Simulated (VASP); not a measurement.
Set up this calculation in VASP 6.6.1, as the native input.

```
Task                   : relaxation of the atoms
Functional             : PBE
Potentials or basis    : VASP PAW PBE potentials, release 64 (Si, Ni)
Cutoff                 : 520 eV
k mesh                 : 8 × 8 × 8
Occupations            : gaussian, width 0.1 eV
Spin                   : no spin polarisation
Dipole correction      : no
Further INCAR settings : ALGO = Normal; EDIFF = 1e-07; IBRION = 2; EDIFFG = -0.01; NSW = 50
```

The structure of SiNi lies in POSCAR:

```
SiNi
1.0
    4.6072271983      0.0000000000      0.0000000000
    0.0000000000      4.6072271983      0.0000000000
    0.0000000000      0.0000000000      4.6072271983
Si Ni
4 4
Direct
    0.6538723162      0.1538723162      0.3461276838
    0.1538723162      0.3461276838      0.6538723162
    0.3461276838      0.6538723162      0.1538723162
    0.8461276838      0.8461276838      0.8461276838
    0.3522117106      0.8522117106      0.6477882894
    0.8522117106      0.6477882894      0.3522117106
    0.6477882894      0.3522117106      0.8522117106
    0.1477882894      0.1477882894      0.1477882894
```

These files were run (other wordings do the same):

INCAR

```
  PREC = Accurate
  ENCUT = 520
  EDIFF = 1E-7
  ISMEAR = 0
  SIGMA = 0.1
  LREAL = F
  LASPH = T
  NELM = 120
  ALGO = Normal
  ISIF = 2
  LWAVE = F
  LCHARG = F
  GGA = PE
  IBRION = 2
  NSW = 50
  EDIFFG = -0.01
  GGA_COMPAT = F
  NELMIN = 4
```

KPOINTS

```
regular mesh
0
Gamma
  8 8 8
```

Potentials or basis: VASP PAW PBE potentials, release 64 (Si, Ni).

Command:

```bash
$ cat potpaw_PBE.64/Si/POTCAR potpaw_PBE.64/Ni/POTCAR > POTCAR
$ mpirun -np 1 vasp_std > vasp.out
```

Results of the run:

```json
{
  "Energy gained by relaxing": "0.1 meV/atom",
  "Ionic steps": "6",
  "Pressure after relaxing": "-9.0 GPa",
  "Largest force after relaxing": "0.007 eV/Å",
  "Band gap on the k mesh": "zero (bands 28 and 29 overlap by 1.06 eV)"
}
```

Run time: 5.3 min on 1 thread of Intel(R) Xeon(R) Platinum 8488C (Sapphire Rapids), on a shared host, peak memory 0.28 GiB.
